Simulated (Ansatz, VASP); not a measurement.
## C in VASP and in Ansatz

INCAR

```
SYSTEM = C
PREC = Accurate
ENCUT = 520
EDIFF = 1E-6
ISMEAR = -1
SIGMA = 0.05
LREAL = .False.
LASPH = .True.
NELM = 60
ALGO = Normal
ISIF = 2
LWAVE = .False.
LCHARG = .False.
GGA = PE
NBANDS = 16
```

The input KPOINTS:

```
Automatic mesh
0
Gamma
  12 12 7
  0 0 0
```

Contents of POSCAR:

```
C
1.0
    2.5447126597      0.0000000000      0.0000000000
   -1.2723563299      2.2037858086      0.0000000000
    0.0000000000      0.0000000000      4.2352380786
C
4
Direct
    0.3333333333      0.6666666667      0.0627282291
    0.6666666667      0.3333333333      0.5627282291
    0.3333333333      0.6666666667      0.4372717709
    0.6666666667      0.3333333333      0.9372717709
```

Input for Ansatz:

```yaml
crystal:
  lattice:
    - [2.5447126597, 0.0, 0.0]
    - [-1.2723563299, 2.2037858086, 0.0]
    - [0.0, 0.0, 4.2352380786]
  atoms:
    - { symbol: C, position: [0.3333333333, 0.6666666667, 0.0627282291] }
    - { symbol: C, position: [0.6666666667, 0.3333333333, 0.5627282291] }
    - { symbol: C, position: [0.3333333333, 0.6666666667, 0.4372717709] }
    - { symbol: C, position: [0.6666666667, 0.3333333333, 0.9372717709] }
hamiltonian:
  xc: pbe
  pseudopotentials:
    kind: paw
    azcp:
      C: "pseudopotentials/C.paw.azcp"
basis:
  ecutwfc: 420
  fft_grid_basis: typed
kpoints:
  mp_grid: { grid: [12, 12, 7], shift: [0, 0, 0] }
magnetization:
  spin_polarized: false
scf:
  occupations: { method: fermi_dirac, width: 0.05 }
  lower_state_search: "off"
output:
  stress: true
```

Alike in both runs: task single point; functional PBE; k mesh 12 × 12 × 7; occupations fermi-dirac, width 0.05 eV; no spin polarisation.

```csv
,VASP,Ansatz
version,VASP 6.6.1,Ansatz 0.2.0
potentials or method,"VASP PAW PBE potentials, release 64 (C), cutoff 520 eV","plane waves (420 eV) with PAW, scalar-relativistic"
valence electrons in the cell,16,16
```

|  | VASP | Ansatz | Ansatz less VASP |
| --- | --- | --- | --- |
| pressure (GPa) | -15.3 | -15.8 | -0.50 |
| traceless stress, the component that is largest in VASP (GPa) | -0.19 | -0.12 | +0.073 |
